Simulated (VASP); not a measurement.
Write the native input for VASP 6.6.1 that does the following.

```
Task                   : single point
Functional             : r2SCAN
Potentials or basis    : VASP PAW PBE potentials, release 64 (Li_sv, F)
Cutoff                 : 520 eV
k mesh                 : 12 × 12 × 6
Occupations            : gaussian, width 0.01 eV
Spin                   : no spin polarisation
Dipole correction      : no
Further INCAR settings : ALGO = Normal; EDIFF = 1e-06; NBANDS = 18
```

Crystal: LiF.

```
Li F
1.0
     2.90047    0.00000    0.00000
    -1.45023    2.51188    0.00000
     0.00000    0.00000    5.05903
Li F
2 2
Direct
  0.33333 0.66667 0.00578
  0.66667 0.33333 0.50578
  0.33333 0.66667 0.36922
  0.66667 0.33333 0.86922
```

This cell differs from its parent crystal: epitaxial xy strain -5.9%.

The input as run:

POSCAR

```
LiF
1.0
    2.9004652966      0.0000000000      0.0000000000
   -1.4502326483      2.5118766296      0.0000000000
    0.0000000000      0.0000000000      5.0590256371
Li F
2 2
Direct
    0.3333333333      0.6666666667      0.0057791719
    0.6666666667      0.3333333333      0.5057791719
    0.3333333333      0.6666666667      0.3692208281
    0.6666666667      0.3333333333      0.8692208281
```

INCAR.step1

```
SYSTEM = LiF
PREC = Accurate ; ENCUT = 520
ISMEAR = 0 ; SIGMA = 0.01
LREAL = .FALSE. ; LASPH = .TRUE.
NELM = 60 ; NBANDS = 18
GGA = PE ; ALGO = Normal
EDIFF = 1E-4 ; LWAVE = .TRUE.
LCHARG = .FALSE.
```

INCAR.step2

```
SYSTEM = LiF
PREC = Accurate ; ENCUT = 520
EDIFF = 1E-6 ; ISMEAR = 0
SIGMA = 0.01 ; LREAL = .FALSE.
LASPH = .TRUE. ; NELM = 60
ALGO = Normal ; ISIF = 2
LWAVE = .FALSE. ; LCHARG = .FALSE.
METAGGA = R2SCAN ; LMIXTAU = .TRUE.
NBANDS = 18 ; ISTART = 1
```

KPOINTS

```
regular mesh
0
G
  12 12 6
  0 0 0
```

Potentials or basis: VASP PAW PBE potentials, release 64 (Li_sv, F).

Launch:

```sh
$ cat potpaw_PBE.64/Li_sv/POTCAR potpaw_PBE.64/F/POTCAR > POTCAR
$ cp INCAR.step1 INCAR
$ mpirun -np 1 vasp_std > vasp.out
$ cp INCAR.step2 INCAR
$ mpirun -np 1 vasp_std > vasp.out
```

Results of the run:

```yaml
Largest_force: 0.019 eV/Å
Band_gap_on_the_k_mesh: 9.00 eV
```

Caveat: the cell differs from its parent crystal (epitaxial xy strain -5.9%); the PAW data sets were made with another functional, which shifts forces and pressure a little.

Run time: 8.2 min on 1 thread of AMD EPYC 7R13, on a shared host, peak memory 0.15 GiB.
